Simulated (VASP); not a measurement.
Mg2Zn3S5, 10 atoms in the cell. Symmetry: I-4m2, No. 119, tetragonal system. The conventional cell has a = 3.813 Å, b = 3.813 Å, c = 26.963 Å, α = 90.00°, β = 90.00°, γ = 90.00°. Mg (site symmetry 2mm) has 4 S at 2.34 Å within 3.1 Å. Zn (site symmetry 2mm) has 4 S at 2.34 Å within 3.1 Å. Zn (site symmetry -4m2) has 4 S at 2.34 Å within 3.1 Å. S (site symmetry -4m2) has 4 Zn at 2.34 Å within 3.1 Å. S (site symmetry 2mm) has 2 Zn at 2.34 Å and 2 Mg at 2.34 Å within 3.1 Å. S (site symmetry 2mm) has 2 Mg at 2.34 Å and 2 Zn at 2.34 Å within 3.1 Å. 

* Program: VASP 6.6.1
* Task: single point
* Functional: PBE
* Potentials or basis: VASP PAW PBE potentials, release 64 (Mg, Zn, S)
* Cutoff: 520 eV
* k mesh: 6 × 6 × 6
* Occupations: gaussian, width 0.1 eV
* Spin: no spin polarisation
* Dipole correction: no
* Further INCAR settings: ALGO = Normal; EDIFF = 1e-07; NBANDS = 46

Potentials or basis: VASP PAW PBE potentials, release 64 (Mg, Zn, S).

Command:

```console
$ cat potpaw_PBE.64/Mg/POTCAR potpaw_PBE.64/Zn/POTCAR potpaw_PBE.64/S/POTCAR > POTCAR
$ mpirun -np 1 vasp_std > vasp.out
```

Hardware: 1 thread of Intel(R) Xeon(R) Platinum 8559C (Emerald Rapids), with other jobs on the host.

Question: Estimate the wall time of this run.

Answer: Wall time 57 min on 1 thread of Intel(R) Xeon(R) Platinum 8559C (Emerald Rapids), with other jobs on the host, peak memory 2 GiB. Counts: scf iterations 17, k points 30.
